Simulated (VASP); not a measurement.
# MnS (zincblende type) (F-43m) in VASP: notebook

MnS (zincblende type) is run at these levels: PBE; tasks: electric field gradients.

All numbers are computed with VASP 6.6.1; they aren't measurements. Logs are shortened: lines on timing, memory, paths and dates and some standing lists are left out, and cuts for length are marked.

### 1 The cell of the first run

It takes space group F-43m (No. 216, cubic). Conventional cell: a = 5.525 Å, b = 5.525 Å, c = 5.525 Å, α = 90.00°, β = 90.00°, γ = 90.00°. Mn (site symmetry -43m) has 4 S at 2.39 Å within 3.2 Å. S (site symmetry -43m) has 4 Mn at 2.39 Å within 3.2 Å.

### 2 Electric field gradients, PBE, collinear spin, ferromagnetic start (21.08 Å³/atom)

The input, INCAR:

```
ALGO = Normal ; EDIFF = 1E-8
ENCUT = 520 ; GGA = PE
ISIF = 2 ; ISMEAR = -1
ISPIN = 2 ; LASPH = T
LCHARG = F ; LEFG = T
LMAXMIX = 4 ; LORBIT = 11
LREAL = F ; LWAVE = F
MAGMOM = 4 0 ; NBANDS = 20
NELM = 150 ; PREC = Accurate
SIGMA = 0.05
```

The input, KPOINTS:

```
k-points
0
Gamma
  12 12 12
```

The input, POSCAR:

```
MnS
1.0
    0.0000000000      2.7626382942      2.7626382942
    2.7626382942      0.0000000000      2.7626382942
    2.7626382942      2.7626382942      0.0000000000
Mn S
1 1
Direct
    0.0000000000      0.0000000000      0.0000000000
    0.2500000000      0.2500000000      0.2500000000
```

Potentials or basis: VASP PAW PBE potentials, release 64 (Mn_pv, S).

Command:

```bash
$ cat potpaw_PBE.64/Mn_pv/POTCAR potpaw_PBE.64/S/POTCAR > POTCAR
$ mpirun -np 1 vasp_std > vasp.out
```

OUTCAR:

```text
EDIFF = 1E-8
   ENCUT = 520
   GGA = PE
   ISIF = 2
   ISMEAR = -1
   ISPIN = 2
   LASPH = T
   LORBIT = 11
   LREAL = F
   NELM = 150
   PREC = Accurate

 ion  position               nearest neighbor table
   1  0.000  0.000  0.000-   2 2.39   2 2.39   2 2.39   2 2.39
   2  0.250  0.250  0.250-   1 2.39   1 2.39   1 2.39   1 2.39

  LATTYP: Found a face centered cubic cell.
 ALAT       =     5.5252765884

  Lattice vectors:

 A1 = (   0.0000000000,   2.7626382942,   2.7626382942)
 A2 = (   2.7626382942,   0.0000000000,   2.7626382942)
 A3 = (   2.7626382942,   2.7626382942,   0.0000000000)

Analysis of symmetry for initial positions (statically):
=====================================================================
 Subroutine PRICEL returns:
 Original cell was already a primitive cell.

 Routine SETGRP: Setting up the symmetry group for a
 face centered cubic supercell.

 Subroutine GETGRP returns: Found 24 space group operations
 (whereof 24 operations were pure point group operations)
 out of a pool of 48 trial point group operations.

The static configuration has the point symmetry T_d .

Analysis of symmetry for dynamics (positions and initial velocities):
=====================================================================
 Subroutine PRICEL returns:
 Original cell was already a primitive cell.

 Routine SETGRP: Setting up the symmetry group for a
 face centered cubic supercell.

 Subroutine GETGRP returns: Found 24 space group operations
 (whereof 24 operations were pure point group operations)
 out of a pool of 48 trial point group operations.

The dynamic configuration has the point symmetry T_d .

Analysis of structural, dynamic, and magnetic symmetry:
=====================================================================
 Subroutine PRICEL returns:
 Original cell was already a primitive cell.

 Routine SETGRP: Setting up the symmetry group for a
 face centered cubic supercell.

 Subroutine GETGRP returns: Found 24 space group operations
 (whereof 24 operations were pure point group operations)
 out of a pool of 48 trial point group operations.

The overall configuration has the point symmetry T_d .

 Subroutine INISYM returns: Found 24 space group operations
 (whereof 24 operations are pure point group operations),
 and found     1 'primitive' translations

----------------------------------------------------------------------------------------

                                     Primitive cell

  volume of cell :      42.1699

  direct lattice vectors                    reciprocal lattice vectors
     0.000000000  2.762638294  2.762638294    -0.180986415  0.180986415  0.180986415
     2.762638294  0.000000000  2.762638294     0.180986415 -0.180986415  0.180986415
     2.762638294  2.762638294  0.000000000     0.180986415  0.180986415 -0.180986415

  length of vectors
     3.906960544  3.906960544  3.906960544     0.313477666  0.313477666  0.313477666

  position of ions in fractional coordinates (direct lattice)
     0.000000000  0.000000000  0.000000000
     0.250000000  0.250000000  0.250000000

  ion indices of the primitive-cell ions
   primitive index   ion index
                 1           1
                 2           2

----------------------------------------------------------------------------------------

 KPOINTS: k-points

Automatic generation of k-mesh.
 Grid dimensions read from file:
 generate k-points for:   12   12   12

 Generating k-lattice:

  Cartesian coordinates                     Fractional coordinates (reciprocal lattice)
[... 58 lines left out ...]
   ENCUT  =  520.0 eV  38.22 Ry    6.18 a.u.   7.26  7.26  7.26*2*pi/ulx,y,z
   NELM   =    150;   NELMIN=  2; NELMDL= -5     # of ELM steps
   EDIFF  = 0.1E-07   stopping-criterion for ELM
   LREAL  =      F    real-space projection
   EDIFFG = 0.1E-06   stopping-criterion for IOM
   NSW    =      0    number of steps for IOM
   IBRION =     -1    ionic relax: 0-MD 1-quasi-New 2-CG
   NFREE  =      0    steps in history (QN), initial steepest desc. (CG)
   ISIF   =      2    stress and relaxation
   ISYM   =      2    0-nonsym 1-usesym 2-fastsym
   POTIM  = 0.5000    time-step for ionic-motion
   TEBEG  =    0.0;   TEEND  =   0.0 temperature during run
   PSTRESS=    0.0 pullay stress
   NELECT =      19.0000    total number of electrons
   NUPDOWN=      -1.0000    fix difference up-down
   EMIN   =  10.00;   EMAX   =-10.00  energy-range for DOS
   EFERMI =   0.00;   METHOD = LEGACY
   ISMEAR =    -1;   SIGMA  =   0.05  broadening in eV -4-tet -1-fermi 0-gaus
   EFERMI_NEDOS =   21; number of points for ismear=-14 and -15
   IALGO  =     38    algorithm
   IMIX   =      4    mixing-type and parameters
     AMIX     =   0.40;   BMIX     =  1.00
     AMIX_MAG =   1.60;   BMIX_MAG =  1.00
  volume/ion in A,a.u.               =      21.08       142.29
  Fermi-wavevector in a.u.,A,eV,Ry     =   1.255043  2.371688 21.430991  1.575133
  Thomas-Fermi vector in A             =   2.388819
   LORBIT       =     11    0 simple, 1 ext, 2 COOP (PROOUT), +10 PAW based schemes
   GGA     = PE    functional components
   LHFCALC =     F    Hartree Fock is set to
   AEXX    =    0.0000 exact exchange contribution
   IVDW    =     0    specifies the selected vdW correction
   LEPSILON=     F    determine dielectric tensor
   LRPA    =     F    only Hartree local field effects (RPA)
 spin polarized calculation
  energy-cutoff  :      520.00
  volume of cell :       42.17
 maximum number of plane-waves:      1158
 NGX is ok and might be reduce to    30
   NGX = 15   NGY = 15   NGZ = 15

 number of electron      18.9999997 magnetization       4.7885885

 Free energy of the ion-electron system (eV)
  ---------------------------------------------------
  ext. energy  EPLUGINS =         0.00000000
  ---------------------------------------------------
  free energy    TOTEN  =       -14.06299734 eV

  energy without entropy =      -14.05248781  energy(sigma->0) =      -14.05774257

 E-fermi :   4.7895     XC(G=0):  -9.5166

 val. band max:        4.7878633374   @ k =   0.0833   0.0000   0.0000
 cond. band min:       4.7897068103   @ k =   0.5000   0.4167   0.0833
 fundamental gap:      0.0018434729
 Fermi energy:         4.7894724767

 spin component 1

 k-point     1 :       0.0000    0.0000    0.0000
  band No.  band energies     occupation
      1     -45.8229      1.00000
      2     -45.8229      1.00000
      3     -45.8229      1.00000
      4      -9.2643      1.00000
      5      -0.1149      1.00000
      6      -0.1149      1.00000
[... 541 lines left out ...]
     19      17.3890      0.00000
     20      19.0675      0.00000

 [... further k-points ...]

 spin component 2

 k-point     1 :       0.0000    0.0000    0.0000
  band No.  band energies     occupation
      1     -41.3410      1.00000
      2     -41.3410      1.00000
      3     -41.3410      1.00000
      4      -8.9620      1.00000
      5       1.3952      1.00000
      6       1.3952      1.00000
[... 541 lines left out ...]
     19      18.1708      0.00000
     20      19.9312      0.00000

 [... further k-points ...]

------------------------ aborting loop because EDIFF is reached ----------------------------------------

  FORCE on cell =-STRESS in cart. coord.  units (eV):
  Direction    XX          YY          ZZ          XY          YZ          ZX
  --------------------------------------------------------------------------------------
  -------------------------------------------------------------------------------------
  Total        0.7026246      0.7026246      0.7026246      0.0000000      0.0000000      0.0000000
  in kB       26.6951173     26.6951173     26.6951173      0.0000000      0.0000000      0.0000000
  external PRESSURE =      26.6951173 kB  Pullay stress =       0.0000000 kB

 VOLUME and BASIS-vectors are now :
 -----------------------------------------------------------------------------
  energy-cutoff  :      520.00
  volume of cell :       42.17
      direct lattice vectors                 reciprocal lattice vectors
     0.000000000  2.762638294  2.762638294    -0.180986415  0.180986415  0.180986415
     2.762638294  0.000000000  2.762638294     0.180986415 -0.180986415  0.180986415
     2.762638294  2.762638294  0.000000000     0.180986415  0.180986415 -0.180986415

 POSITION                                       TOTAL-FORCE (eV/Angst)
 -----------------------------------------------------------------------------------
      0.00000      0.00000      0.00000        -0.000000      0.000000     -0.000000
      1.38132      1.38132      1.38132         0.000000     -0.000000      0.000000
 -----------------------------------------------------------------------------------
    total drift:                               -0.000001     -0.000001     -0.000001

  FREE ENERGIE OF THE ION-ELECTRON SYSTEM (eV)
  ---------------------------------------------------
  free  energy   TOTEN  =       -14.0629973415 eV

  energy  without entropy=      -14.0524878065  energy(sigma->0) =      -14.05774257

 Electric field gradients (V/A^2)
---------------------------------------------------------------------
 ion       V_xx      V_yy      V_zz      V_xy      V_xz      V_yz
---------------------------------------------------------------------
   1      -0.000     0.000    -0.000     0.004     0.004     0.004
   2       0.000    -0.000    -0.000    -0.000    -0.000    -0.000
---------------------------------------------------------------------

 Electric field gradients after diagonalization (V/A^2)
 (convention: |V_zz| > |V_xx| > |V_yy|)
----------------------------------------------------------------------
 ion       V_xx      V_yy      V_zz     asymmetry (V_yy - V_xx)/ V_zz
----------------------------------------------------------------------
   1      -0.004    -0.004     0.009       0.000
   2       0.000     0.000    -0.001       0.000
----------------------------------------------------------------------

           NMR quadrupolar parameters

 Cq : quadrupolar parameter    Cq=e*Q*V_zz/h
 eta: asymmetry parameters     (V_yy - V_xx)/ V_zz
 Q  : nuclear electric quadrupole moment in mb (millibarn)
----------------------------------------------------------------------
 ion       Cq(MHz)       eta       Q (mb)
----------------------------------------------------------------------
   1       0.000       0.000       1.000
   2      -0.000       0.000       1.000
----------------------------------------------------------------------

 total charge

# of ion       s       p       d       tot
------------------------------------------
    1        0.268   6.227   4.922  11.417
    2        1.316   2.455   0.000   3.771
--------------------------------------------------
tot          1.584   8.682   4.922  15.188

 magnetization (x)

# of ion       s       p       d       tot
------------------------------------------
    1        0.049   0.068   4.118   4.235
    2        0.011   0.063   0.000   0.074
--------------------------------------------------
tot          0.060   0.131   4.118   4.309
```

Wall time 89 s (1 thread of Intel Xeon Platinum 8488C (Sapphire Rapids), shared host); peak memory 0.24 GiB.

What came out:

```yaml
Free_energy: -14.0630 eV
Pressure: 2.7 GPa
Net_moment: 4.79 μB per cell
Site_moments: Mn +4.24; S +0.07 μB
Largest_electric_field_gradient_by_atom: under 0.05 V/Å² on every atom
Valence_electrons_inside_the_program's_atomic_spheres: Mn 11.42; S 3.77
```

Caveat: a cell with one magnetic atom can't hold antiferromagnetic order, which such compounds often take; semilocal functionals often make such compounds metallic where correlation or magnetic order opens a gap, which also shifts bond lengths.

### 3 Electric field gradients, PBE, collinear spin, ferromagnetic start (21.97 Å³/atom)

This run uses another cell than the first one, of 21.97 Å³/atom.

The input, INCAR:

```
PREC = Accurate
ENCUT = 520
EDIFF = 1E-8
ISMEAR = -1
SIGMA = 0.05
LREAL = False
LASPH = True
NELM = 150
ALGO = Normal
ISIF = 2
LWAVE = False
LCHARG = False
ISPIN = 2
MAGMOM = 4 0
LORBIT = 11
LMAXMIX = 4
GGA = PE
LEFG = True
NBANDS = 20
```

The input, KPOINTS:

```
Automatic mesh
0
Gamma
  12 12 12
```

The input, POSCAR:

```
MnS
1.0
    0.0000000000      2.8007850918      2.8007850918
    2.8007850918      0.0000000000      2.8007850918
    2.8007850918      2.8007850918      0.0000000000
Mn S
1 1
Direct
    0.0000000000      0.0000000000      0.0000000000
    0.2500000000      0.2500000000      0.2500000000
```

Potentials or basis: VASP PAW PBE potentials, release 64 (Mn_pv, S).

Command:

```bash
$ cat potpaw_PBE.64/Mn_pv/POTCAR potpaw_PBE.64/S/POTCAR > POTCAR
$ mpirun -np 1 vasp_std > vasp.out
```

OUTCAR:

```text
PREC = Accurate
   ENCUT = 520
   EDIFF = 1E-8
   ISMEAR = -1
   LREAL = False
   LASPH = True
   NELM = 150
   ISIF = 2
   ISPIN = 2
   LORBIT = 11
   GGA = PE

 ion  position               nearest neighbor table
   1  0.000  0.000  0.000-   2 2.43   2 2.43   2 2.43   2 2.43
   2  0.250  0.250  0.250-   1 2.43   1 2.43   1 2.43   1 2.43

  LATTYP: Found a face centered cubic cell.
 ALAT       =     5.6015701836

  Lattice vectors:

 A1 = (   0.0000000000,   2.8007850918,   2.8007850918)
 A2 = (   2.8007850918,   0.0000000000,   2.8007850918)
 A3 = (   2.8007850918,   2.8007850918,   0.0000000000)

Analysis of symmetry for initial positions (statically):
=====================================================================
 Subroutine PRICEL returns:
 Original cell was already a primitive cell.

 Routine SETGRP: Setting up the symmetry group for a
 face centered cubic supercell.

 Subroutine GETGRP returns: Found 24 space group operations
 (whereof 24 operations were pure point group operations)
 out of a pool of 48 trial point group operations.

The static configuration has the point symmetry T_d .

Analysis of symmetry for dynamics (positions and initial velocities):
=====================================================================
 Subroutine PRICEL returns:
 Original cell was already a primitive cell.
[... 1290 lines left out ...]

  FORCE on cell =-STRESS in cart. coord.  units (eV):
  Direction    XX          YY          ZZ          XY          YZ          ZX
  --------------------------------------------------------------------------------------
  -------------------------------------------------------------------------------------
  Total        0.2843018      0.2843018      0.2843018     -0.0000000      0.0000000      0.0000000
  in kB       10.3662288     10.3662288     10.3662288     -0.0000000      0.0000000      0.0000000
  external PRESSURE =      10.3662288 kB  Pullay stress =       0.0000000 kB

 VOLUME and BASIS-vectors are now :
 -----------------------------------------------------------------------------
  energy-cutoff  :      520.00
  volume of cell :       43.94
      direct lattice vectors                 reciprocal lattice vectors
     0.000000000  2.800785092  2.800785092    -0.178521373  0.178521373  0.178521373
     2.800785092  0.000000000  2.800785092     0.178521373 -0.178521373  0.178521373
     2.800785092  2.800785092  0.000000000     0.178521373  0.178521373 -0.178521373

 POSITION                                       TOTAL-FORCE (eV/Angst)
 -----------------------------------------------------------------------------------
      0.00000      0.00000      0.00000         0.000000      0.000000      0.000000
      1.40039      1.40039      1.40039        -0.000000     -0.000000     -0.000000
 -----------------------------------------------------------------------------------
    total drift:                               -0.000000     -0.000000     -0.000000

  FREE ENERGIE OF THE ION-ELECTRON SYSTEM (eV)
  ---------------------------------------------------
  free  energy   TOTEN  =       -14.0844833825 eV

  energy  without entropy=      -14.0775057861  energy(sigma->0) =      -14.08099458

 Electric field gradients (V/A^2)
---------------------------------------------------------------------
 ion       V_xx      V_yy      V_zz      V_xy      V_xz      V_yz
---------------------------------------------------------------------
   1      -0.000    -0.000    -0.000     0.004     0.004     0.004
   2      -0.000     0.000    -0.000    -0.000    -0.000    -0.000
---------------------------------------------------------------------

 Electric field gradients after diagonalization (V/A^2)
 (convention: |V_zz| > |V_xx| > |V_yy|)
----------------------------------------------------------------------
 ion       V_xx      V_yy      V_zz     asymmetry (V_yy - V_xx)/ V_zz
----------------------------------------------------------------------
   1      -0.004    -0.004     0.009       0.000
   2       0.000     0.000    -0.001       0.000
----------------------------------------------------------------------

           NMR quadrupolar parameters

 Cq : quadrupolar parameter    Cq=e*Q*V_zz/h
 eta: asymmetry parameters     (V_yy - V_xx)/ V_zz
 Q  : nuclear electric quadrupole moment in mb (millibarn)
----------------------------------------------------------------------
 ion       Cq(MHz)       eta       Q (mb)
----------------------------------------------------------------------
   1       0.000       0.000       1.000
   2      -0.000       0.000       1.000
----------------------------------------------------------------------

 total charge

# of ion       s       p       d       tot
------------------------------------------
    1        0.261   6.212   4.902  11.374
    2        1.315   2.449   0.000   3.764
--------------------------------------------------
tot          1.575   8.661   4.902  15.138

 magnetization (x)

# of ion       s       p       d       tot
------------------------------------------
    1        0.049   0.066   4.214   4.329
    2        0.012   0.075   0.000   0.087
--------------------------------------------------
tot          0.061   0.141   4.214   4.416
```

Run time: 88 s. Hardware: 1 thread of Intel Xeon Platinum 8488C (Sapphire Rapids), shared host; peak memory 0.24 GiB.

What came out:

| Item | Value |
| --- | --- |
| Free energy | -14.0845 eV |
| Pressure | 1.0 GPa |
| Net moment | 4.92 μB per cell |
| Site moments | Mn +4.33; S +0.09 μB |
| Largest electric field gradient by atom | under 0.05 V/Å² on every atom |
| Valence electrons inside the program's atomic spheres | Mn 11.37; S 3.76 |

Levels at points of the mesh, in eV from the Fermi level:
Spin up:
| k point | band 9 | band 10 | band 11 | band 12 | band 13 | band 14 | band 15 | band 16 |
| --- | --- | --- | --- | --- | --- | --- | --- | --- |
| (0.00, 0.00, 0.00) | -3.19 | 0.25 | 0.25 | 0.25 | 0.97 | 5.85 | 5.85 | 5.85 |
| (0.50, 0.00, 0.00) | -3.08 | -2.87 | -0.77 | -0.77 | 2.96 | 6.29 | 6.29 | 6.85 |
| (0.50, 0.50, 0.00) | -2.97 | -2.70 | -2.14 | -2.14 | 2.76 | 4.34 | 9.10 | 10.72 |
Spin down:
| k point | band 3 | band 4 | band 5 | band 6 | band 7 | band 8 | band 9 | band 10 | band 11 | band 12 |
| --- | --- | --- | --- | --- | --- | --- | --- | --- | --- | --- |
| (0.00, 0.00, 0.00) | -46.16 | -13.58 | -3.29 | -3.29 | -3.29 | 0.85 | 0.85 | 1.99 | 3.04 | 3.04 |
| (0.50, 0.00, 0.00) | -46.16 | -12.94 | -5.13 | -3.22 | -3.22 | 0.91 | 0.98 | 0.98 | 2.07 | 2.07 |
| (0.50, 0.50, 0.00) | -46.16 | -12.74 | -5.05 | -3.32 | -3.32 | 0.02 | 0.88 | 1.29 | 1.33 | 1.33 |

Caveat: a cell with one magnetic atom can't hold antiferromagnetic order, which such compounds often take; semilocal functionals often make such compounds metallic where correlation or magnetic order opens a gap, which also shifts bond lengths.
